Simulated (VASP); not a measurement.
Input of a VASP 6.6.1 run:

Contents of INCAR:

```
SYSTEM = Cu
PREC     = Accurate       ! precision mode
ENCUT    = 520            ! plane-wave cutoff, eV
EDIFF    = 1E-6           ! SCF threshold, eV
ISMEAR   = 0              ! smearing method
SIGMA    = 0.15           ! smearing width, eV
LREAL    = .FALSE.        ! projectors in reciprocal space
LASPH    = .TRUE.         ! aspherical terms in the spheres
NELM     = 60             ! most SCF steps
ALGO     = Normal         ! electronic algorithm
ISIF     = 2              ! what is computed and relaxed
LWAVE    = .FALSE.        ! write WAVECAR
LCHARG   = .FALSE.        ! write CHGCAR
NBANDS   = 12             ! bands
```

File KPOINTS:

```
regular mesh
0
G
  22 22 22
  0 0 0
```

The input POSCAR:

```
Cu
1.0
   -1.4987500000      1.4987500000      1.4081500000
    1.4987500000     -1.4987500000      1.4081500000
    1.4987500000      1.4987500000     -1.4081500000
Cu
1
Direct
    0.0000000000      0.0000000000      0.0000000000
```

Potentials or basis: VASP PAW LDA potentials, release 64 (Cu).

Command:

```bash
$ cat potpaw_LDA.64/Cu/POTCAR > POTCAR
$ mpirun -np 1 vasp_std > vasp.out
```

Question: Predict the pressure.

Answer: -18.0 GPa.

Question: Estimate the band gap on the k mesh.

Answer: Zero (an odd number of electrons rules out a gap without spin polarisation).

Stress tensor (GPa, compression positive):
```
-17.88   0.00   0.00
  0.00 -17.88   0.00
  0.00   0.00 -18.39
```

Caveat: the cell stands under tension.
